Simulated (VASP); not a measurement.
Set up this calculation in VASP 6.6.1, as the native input.

| Quantity | Value |
| --- | --- |
| Task | single point |
| Functional | PBE |
| Potentials or basis | VASP PAW PBE potentials, release 64 (B, N) |
| Cutoff | 520 eV |
| k mesh | 12 × 12 × 12 |
| Occupations | gaussian, width 0.05 eV |
| Spin | no spin polarisation |
| Dipole correction | no |
| Further INCAR settings | ALGO = Normal; EDIFF = 1e-06; NBANDS = 11 |

The structure of BN lies in POSCAR:

```
BN
1.0
    0.0000000000      2.0623986901      1.7192386546
    1.7192386546      0.0000000000      1.7192386546
    1.7192386546      2.0623986901      0.0000000000
B N
1 1
Direct
    0.0000000000      0.0000000000      0.0000000000
    0.7500000000      0.7500000000      0.7500000000
```

This cell differs from its parent crystal: volume 6.096 Å^3 an atom, c/a of the conventional cell 1.1996.

The input as run:

INCAR

```
SYSTEM = BN
PREC = Accurate
ENCUT = 520
EDIFF = 1E-6
ISMEAR = 0
SIGMA = 0.05
LREAL = .FALSE.
LASPH = .TRUE.
NELM = 80
ALGO = Normal
ISIF = 2
LWAVE = .FALSE.
LCHARG = .TRUE.
GGA = PE
LELF = .TRUE.
LVHAR = .TRUE.
NBANDS = 11
```

KPOINTS

```
Automatic mesh
0
G
  12 12 12
  0 0 0
```

Potentials or basis: VASP PAW PBE potentials, release 64 (B, N).

Launch:

```sh
$ cat potpaw_PBE.64/B/POTCAR potpaw_PBE.64/N/POTCAR > POTCAR
$ mpirun -np 1 vasp_std > vasp.out
```

It gave:

```yaml
Pressure: -7.8 GPa
Band_gap_on_the_k_mesh: 2.79 eV, indirect (least direct gap 6.83 eV)
```

Wall time 14 s on 1 thread of AMD EPYC 7R43 64-Core Processor (Zen 3), with other jobs on the host, peak memory 0.1 GiB.
